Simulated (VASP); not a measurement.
# Zr2Ta (Fd-3m) in VASP: relaxation of cell and atoms with PBE

Aim: the relaxation of cell and atoms of Zr2Ta with PBE.

Everything below comes from runs of VASP 6.6.1. Logs are shortened: lines on timing, memory, paths and dates and some standing lists are left out, and cuts for length are marked.

## (1) The cell of the first run

It takes space group Fd-3m (No. 227, cubic). The conventional cell has a = 7.991 Å, b = 7.991 Å, c = 7.991 Å, α = 90.00°, β = 90.00°, γ = 90.00°. Zr (site symmetry -3m) has 6 Zr at 2.83 Å and 6 Ta at 3.31 Å within 3.7 Å. Ta (site symmetry -43m) has 12 Zr at 3.31 Å and 4 Ta at 3.46 Å within 4.4 Å.

## (2) Relaxation of cell and atoms, PBE

INCAR reads:

```
PREC = Accurate ; ENCUT = 600
EDIFF = 1E-6 ; ISMEAR = 0
SIGMA = 0.1 ; LREAL = False
LASPH = True ; NELM = 60
ALGO = Fast ; ISIF = 3
LWAVE = False ; LCHARG = False
GGA = PE ; IBRION = 2
NSW = 100 ; EDIFFG = -0.01
```

KPOINTS reads:

```
regular mesh
0
Gamma
  8 8 8
```

POSCAR reads:

```
Zr2Ta
1.0
    0.0000000000      3.9955457190      3.9955457190
    3.9955457190      0.0000000000      3.9955457190
    3.9955457190      3.9955457190      0.0000000000
Zr Ta
4 2
Direct
    0.1250000000      0.1250000000      0.1250000000
    0.6250000000      0.1250000000      0.1250000000
    0.1250000000      0.1250000000      0.6250000000
    0.1250000000      0.6250000000      0.1250000000
    0.5000000000      0.5000000000      0.5000000000
    0.7500000000      0.7500000000      0.7500000000
```

Potentials or basis: VASP PAW PBE potentials, release 64 (Zr_sv, Ta_pv).

Command:

```
cat potpaw_PBE.64/Zr_sv/POTCAR potpaw_PBE.64/Ta_pv/POTCAR > POTCAR
mpirun -np 1 vasp_std > vasp.out
```

OUTCAR:

```text
PREC = Accurate
   ENCUT = 600
   EDIFF = 1E-6
   ISMEAR = 0
   LREAL = False
   LASPH = True
   NELM = 60
   ISIF = 3
   GGA = PE
   IBRION = 2
   NSW = 100
   EDIFFG = -0.01

 ion  position               nearest neighbor table
   1  0.125  0.125  0.125-   2 2.83   3 2.83   4 2.83   3 2.83   4 2.83   2 2.83   6 3.31   5 3.31
                             6 3.31   5 3.31   6 3.31   5 3.31
   2  0.625  0.125  0.125-   1 2.83   3 2.83   4 2.83   1 2.83   3 2.83   4 2.83   5 3.31   6 3.31
                             5 3.31   6 3.31   6 3.31   5 3.31
   3  0.125  0.125  0.625-   1 2.83   1 2.83   2 2.83   4 2.83   4 2.83   2 2.83   6 3.31   5 3.31
                             6 3.31   5 3.31   6 3.31   5 3.31
   4  0.125  0.625  0.125-   1 2.83   3 2.83   1 2.83   2 2.83   3 2.83   2 2.83   6 3.31   5 3.31
                             6 3.31   5 3.31   6 3.31   5 3.31
   5  0.500  0.500  0.500-   1 3.31   3 3.31   4 3.31   1 3.31   2 3.31   3 3.31   1 3.31   2 3.31
                             4 3.31   3 3.31   2 3.31   4 3.31   6 3.46   6 3.46   6 3.46   6 3.46
   6  0.750  0.750  0.750-   3 3.31   1 3.31   2 3.31   4 3.31   1 3.31   2 3.31   3 3.31   1 3.31
                             3 3.31   4 3.31   4 3.31   2 3.31   5 3.46   5 3.46   5 3.46   5 3.46

  LATTYP: Found a face centered cubic cell.
 ALAT       =     7.9910914380

  Lattice vectors:

 A1 = (   0.0000000000,   3.9955457190,   3.9955457190)
 A2 = (   3.9955457190,   0.0000000000,   3.9955457190)
 A3 = (   3.9955457190,   3.9955457190,   0.0000000000)

Analysis of symmetry for initial positions (statically):
=====================================================================
 Subroutine PRICEL returns:
 Original cell was already a primitive cell.

 Routine SETGRP: Setting up the symmetry group for a
 face centered cubic supercell.

 Subroutine GETGRP returns: Found 48 space group operations
 (whereof 24 operations were pure point group operations)
 out of a pool of 48 trial point group operations.

The static configuration has the point symmetry T_d .
 The point group associated with its full space group is O_h .

Analysis of symmetry for dynamics (positions and initial velocities):
=====================================================================
 Subroutine PRICEL returns:
 Original cell was already a primitive cell.

 Routine SETGRP: Setting up the symmetry group for a
 face centered cubic supercell.

 Subroutine GETGRP returns: Found 48 space group operations
 (whereof 24 operations were pure point group operations)
 out of a pool of 48 trial point group operations.

The dynamic configuration has the point symmetry T_d .
[... 117 lines left out ...]
   TEBEG  =    0.0;   TEEND  =   0.0 temperature during run
   PSTRESS=    0.0 pullay stress
   NELECT =      70.0000    total number of electrons
   NUPDOWN=      -1.0000    fix difference up-down
   EMIN   =  10.00;   EMAX   =-10.00  energy-range for DOS
   EFERMI =   0.00;   METHOD = LEGACY
   ISMEAR =     0;   SIGMA  =   0.10  broadening in eV -4-tet -1-fermi 0-gaus
   EFERMI_NEDOS =   21; number of points for ismear=-14 and -15
   IALGO  =     68    algorithm
   IMIX   =      4    mixing-type and parameters
     AMIX     =   0.40;   BMIX     =  1.00
     AMIX_MAG =   1.60;   BMIX_MAG =  1.00
  volume/ion in A,a.u.               =      21.26       143.48
  Fermi-wavevector in a.u.,A,eV,Ry     =   1.340257  2.532718 24.439992  1.796289
  Thomas-Fermi vector in A             =   2.468584
   LORBIT       =      0    0 simple, 1 ext, 2 COOP (PROOUT), +10 PAW based schemes
   GGA     = PE    functional components
   LHFCALC =     F    Hartree Fock is set to
   AEXX    =    0.0000 exact exchange contribution
   IVDW    =     0    specifies the selected vdW correction
   LEPSILON=     F    determine dielectric tensor
   LRPA    =     F    only Hartree local field effects (RPA)
 conjugate gradient relaxation of ions
 non-spin polarized calculation
 RMM-DIIS sequential band-by-band and
 Gauss-broadening in eV      SIGMA  =   0.10
  energy-cutoff  :      600.00
  volume of cell :      127.57
 maximum number of plane-waves:      4279
 NGX is ok and might be reduce to    48
   NGX = 23   NGY = 23   NGZ = 23

 number of electron      70.0000002 magnetization

 Free energy of the ion-electron system (eV)
  ---------------------------------------------------
  ext. energy  EPLUGINS =         0.00000000
  ---------------------------------------------------
  free energy    TOTEN  =       -54.63339462 eV

  energy without entropy =      -54.57239468  energy(sigma->0) =      -54.60289465

 E-fermi :   7.6879     XC(G=0): -11.5759

 val. band max:        7.6841888132   @ k =   0.5000   0.3750   0.0000
 cond. band min:       7.6963444578   @ k =  -0.3750   0.3750   0.0000
 fundamental gap:      0.0121556446
 Fermi energy:         7.6878996913

 k-point     1 :       0.0000    0.0000    0.0000
  band No.  band energies     occupation
      1     -40.4413      2.00000
      2     -40.0466      2.00000
      3     -40.0466      2.00000
      4     -40.0466      2.00000
      5     -26.6386      2.00000
      6     -26.6386      2.00000
[... 1069 lines left out ...]
     41       9.4655      0.00000
     42      10.0879      0.00000

 [... further k-points ...]

------------------------ aborting loop because EDIFF is reached ----------------------------------------

  FORCE on cell =-STRESS in cart. coord.  units (eV):
  Direction    XX          YY          ZZ          XY          YZ          ZX
  --------------------------------------------------------------------------------------
  -------------------------------------------------------------------------------------
  Total        0.0152643      0.0152643      0.0152643      0.0000000     -0.0000000      0.0000000
  in kB        0.1917025      0.1917025      0.1917025      0.0000000     -0.0000000      0.0000000
  external PRESSURE =       0.1917025 kB  Pullay stress =       0.0000000 kB

 VOLUME and BASIS-vectors are now :
 -----------------------------------------------------------------------------
  energy-cutoff  :      600.00
  volume of cell :      127.57
      direct lattice vectors                 reciprocal lattice vectors
     0.000000000  3.995545719  3.995545719    -0.125139351  0.125139351  0.125139351
     3.995545719  0.000000000  3.995545719     0.125139351 -0.125139351  0.125139351
     3.995545719  3.995545719  0.000000000     0.125139351  0.125139351 -0.125139351

 POSITION                                       TOTAL-FORCE (eV/Angst)
 -----------------------------------------------------------------------------------
      0.99889      0.99889      0.99889        -0.000000      0.000000      0.000000
      0.99889      2.99666      2.99666        -0.000000      0.000000      0.000000
      2.99666      2.99666      0.99889        -0.000000      0.000000      0.000000
      2.99666      0.99889      2.99666        -0.000000     -0.000000      0.000000
      3.99555      3.99555      3.99555        -0.000000      0.000000     -0.000000
      5.99332      5.99332      5.99332         0.000000     -0.000000     -0.000000
 -----------------------------------------------------------------------------------
    total drift:                                0.000000      0.000000      0.000000

  FREE ENERGIE OF THE ION-ELECTRON SYSTEM (eV)
  ---------------------------------------------------
  free  energy   TOTEN  =       -54.6333946196 eV

  energy  without entropy=      -54.5723946836  energy(sigma->0) =      -54.60289465

 reached required accuracy - stopping structural energy minimisation
```

CONTCAR:

```text
Zr2Ta
   1.00000000000000
     0.0000000000000000    3.9955457189999999    3.9955457189999999
     3.9955457189999999    0.0000000000000000    3.9955457189999999
     3.9955457189999999    3.9955457189999999    0.0000000000000000
  Zr              Ta
     4     2
Direct
     0.1250000000000000    0.1250000000000000    0.1250000000000000
     0.6250000000000000    0.1250000000000000    0.1250000000000000
     0.1250000000000000    0.1250000000000000    0.6250000000000000
     0.1250000000000000    0.6250000000000000    0.1250000000000000
     0.5000000000000000    0.5000000000000000    0.5000000000000000
     0.7500000000000000    0.7500000000000000    0.7500000000000000

  0.00000000E+00  0.00000000E+00  0.00000000E+00
  0.00000000E+00  0.00000000E+00  0.00000000E+00
  0.00000000E+00  0.00000000E+00  0.00000000E+00
  0.00000000E+00  0.00000000E+00  0.00000000E+00
  0.00000000E+00  0.00000000E+00  0.00000000E+00
  0.00000000E+00  0.00000000E+00  0.00000000E+00
```

Wall time 15 min (1 thread of AMD EPYC 7R13, shared host); peak memory 0.38 GiB.

What came out:

```
Free energy             : -54.6334 eV
Pressure after relaxing : 0.0 GPa
Band gap on the k mesh  : zero (bands 35 and 36 overlap by 0.59 eV)
```

Final structure:
```cif
data_structure
_symmetry_space_group_name_H-M 'P 1'
_symmetry_Int_Tables_number 1
_cell_length_a 5.6506
_cell_length_b 5.6506
_cell_length_c 5.6506
_cell_angle_alpha 60.000
_cell_angle_beta 60.000
_cell_angle_gamma 60.000
_cell_volume 127.57
loop_
_atom_site_label
_atom_site_type_symbol
_atom_site_fract_x
_atom_site_fract_y
_atom_site_fract_z
_atom_site_occupancy
Zr1 Zr 0.12500 0.12500 0.12500 1
Zr2 Zr 0.62500 0.12500 0.12500 1
Zr3 Zr 0.12500 0.12500 0.62500 1
Zr4 Zr 0.12500 0.62500 0.12500 1
Ta1 Ta 0.50000 0.50000 0.50000 1
Ta2 Ta 0.75000 0.75000 0.75000 1
```

Caveat: the relaxation stopped at its first step, so nothing moved; spin-orbit coupling is left out, which moves the levels of the heavy elements.
